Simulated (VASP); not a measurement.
Here is a VASP 6.6.1 calculation.

INCAR

```
PREC     = Accurate       # precision mode
ENCUT    = 600            # plane-wave cutoff, eV
EDIFF    = 1E-6           # SCF threshold, eV
ISMEAR   = 0              # smearing method
SIGMA    = 0.02           # smearing width, eV
LREAL    = False          # projectors in reciprocal space
LASPH    = True           # aspherical terms in the spheres
NELM     = 80             # most SCF steps
ALGO     = Normal         # electronic algorithm
ISIF     = 3              # what is computed and relaxed
LWAVE    = False          # write WAVECAR
LCHARG   = False          # write CHGCAR
IBRION   = 2              # ionic algorithm
NSW      = 100            # ionic steps
EDIFFG   = -0.005         # ionic threshold
```

KPOINTS

```
regular mesh
0
Gamma
  6 6 6
```

Contents of POSCAR:

```
KZnF3
1.0
    4.0500000000      0.0000000000      0.0000000000
    0.0000000000      4.0500000000      0.0000000000
    0.0000000000      0.0000000000      4.0500000000
K Zn F
1 1 3
Direct
    0.0000000000      0.0000000000      0.0000000000
    0.5000000000      0.5000000000      0.5000000000
    0.5000000000      0.5000000000      0.0000000000
    0.0000000000      0.5000000000      0.5000000000
    0.5000000000      0.0000000000      0.5000000000
```

Potentials or basis: VASP PAW LDA potentials, release 64 (K_sv, Zn, F).

The run is started by

```sh
$ cat potpaw_LDA.64/K_sv/POTCAR potpaw_LDA.64/Zn/POTCAR potpaw_LDA.64/F/POTCAR > POTCAR
$ mpirun -np 1 vasp_std > vasp.out
```

(1) Predict the space group after relaxing (to 0.05 Å).

(2) What does it give for the relaxed volume?

Answers

(1) Pm-3m (No. 221).

(2) 12.59 Å³/atom.
